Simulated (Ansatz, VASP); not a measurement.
One calculation of C4N, two programs

```
CELL_PARAMETERS angstrom
2.44051 0.00000 0.00000
-1.22025 2.11354 0.00000
0.00000 0.00000 11.47558
ATOMIC_POSITIONS crystal
C 0.33333 0.66667 0.68573
C 0.33333 0.66667 0.31427
C 0.66667 0.33333 0.31427
C 0.66667 0.33333 0.68573
N 0.00000 0.00000 0.00000
```

Change from the starting cell: species swapped into the Co4H type (P-3m1, No. 164).

Alike in both runs: functional PBE; k mesh 18 × 18 × 4; occupations gaussian, width 0.1 eV; collinear spin.

Ansatz relaxed the structure, and its values are those at the end. VASP's run is a single point on that final structure, the one shown.

|  | VASP | Ansatz |
| --- | --- | --- |
| version | VASP 6.6.1 | Ansatz 0.2.0 |
| potentials or method | VASP PAW PBE potentials, release 64 (C, N), cutoff 520 eV | scalar-relativistic, plane waves, PAW |
| valence electrons in the cell | 21 | 21 |

|  | VASP | Ansatz | Ansatz less VASP |
| --- | --- | --- | --- |
| gap on the k mesh at the Fermi level (eV) | none | none | - |
| pressure (GPa) | 0.2 | 0.0 | -0.25 |
| net moment per atom (μB) | 0.21 | 0.21 | 0.000 |
| size of the moment on the site where the two differ most (μB) | 0.74 | 0.93 | +0.194 |

Site moments also hang on the region over which each program counts them. A gap of «none» marks a metal or a gap that the smearing closes.
